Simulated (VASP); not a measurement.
Write the native input for VASP 6.6.1 that does the following.

```yaml
Task: single point
Functional: PBE
Potentials_or_basis: VASP PAW PBE potentials, release 64 (Al, B, C)
Cutoff: 520 eV
k_mesh: 6 × 6 × 4
Occupations: gaussian, width 0.1 eV
Spin: no spin polarisation
Dipole_correction: no
Further_INCAR_settings: ALGO = Normal; EDIFF = 1e-06; NBANDS = 20
```

The structure of Al2BC3 lies in POSCAR:

```
Al2BC3
1.0
    2.6309050528      0.0000000000      0.0000000000
   -1.3154525264      2.2784306107      0.0000000000
    0.0000000000      0.0000000000     11.3382669431
Al B C
2 1 3
Direct
    0.6666666667      0.3333333333      0.1837483456
    0.6666666667      0.3333333333      0.8162516544
    0.0000000000      0.0000000000      0.0000000000
    0.0000000000      0.0000000000      0.5000000000
    0.3333333333      0.6666666667      0.0000000000
    0.3333333333      0.6666666667      0.5000000000
```

These files were run (other wordings do the same):

INCAR

```
SYSTEM = Al2BC3
PREC = Accurate
ENCUT = 520
EDIFF = 1E-6
ISMEAR = 0
SIGMA = 0.1
LREAL = .FALSE.
LASPH = .TRUE.
NELM = 80
ALGO = Normal
ISIF = 2
LWAVE = .FALSE.
LCHARG = .FALSE.
GGA = PE
NBANDS = 20
```

KPOINTS

```
Automatic mesh
0
G
  6 6 4
  0 0 0
```

Potentials or basis: VASP PAW PBE potentials, release 64 (Al, B, C).

Command:

```bash
$ cat potpaw_PBE.64/Al/POTCAR potpaw_PBE.64/B/POTCAR potpaw_PBE.64/C/POTCAR > POTCAR
$ mpirun -np 1 vasp_std > vasp.out
```

It gave:

| Item | Value |
| --- | --- |
| Pressure | 0.1 GPa |
| Largest force | 0.008 eV/Å |

Caveat: the k points lie up to 0.46 Å⁻¹ apart.

Wall time 25 s on 1 thread of AMD EPYC 7R43 64-Core Processor (Zen 3), on a shared host, peak memory 0.14 GiB.
